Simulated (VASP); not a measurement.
Input of a VASP 6.6.1 run:

The input INCAR:

```
ALGO     = Fast           # electronic algorithm
EDIFF    = 1E-7           # SCF threshold, eV
ENCUT    = 520            # plane-wave cutoff, eV
GGA      = PS             # functional
ISIF     = 2              # what is computed and relaxed
ISMEAR   = 0              # smearing method
LASPH    = True           # aspherical terms in the spheres
LCHARG   = False          # write CHGCAR
LREAL    = False          # projectors in reciprocal space
LWAVE    = False          # write WAVECAR
NBANDS   = 10             # bands
NELM     = 100            # most SCF steps
PREC     = Accurate       # precision mode
SIGMA    = 0.15           # smearing width, eV
```

File KPOINTS:

```
k-points
0
Gamma
  18 18 10
```

Contents of POSCAR:

```
Li
1.0
    3.1110021516      0.0000000000      0.0000000000
   -1.5555010758      2.6942068945      0.0202065517
    0.0000000000      0.0381975000      5.0930000000
Li
2
Direct
    0.3333333333      0.6666666667      0.2500000000
    0.6666666667      0.3333333333      0.7500000000
```

Potentials or basis: VASP PAW PBE potentials, release 64 (Li_sv).

Command:

```console
$ cat potpaw_PBE.64/Li_sv/POTCAR > POTCAR
$ mpirun -np 1 vasp_std > vasp.out
```

Problem. Predict the band gap on the k mesh.

Solution. Zero (bands 3 and 4 overlap by 4.48 eV).

Caveat: the cell differs from its parent crystal (strain +0.0150 x Voigt [0, 0, 0, 1, 0, 0]).
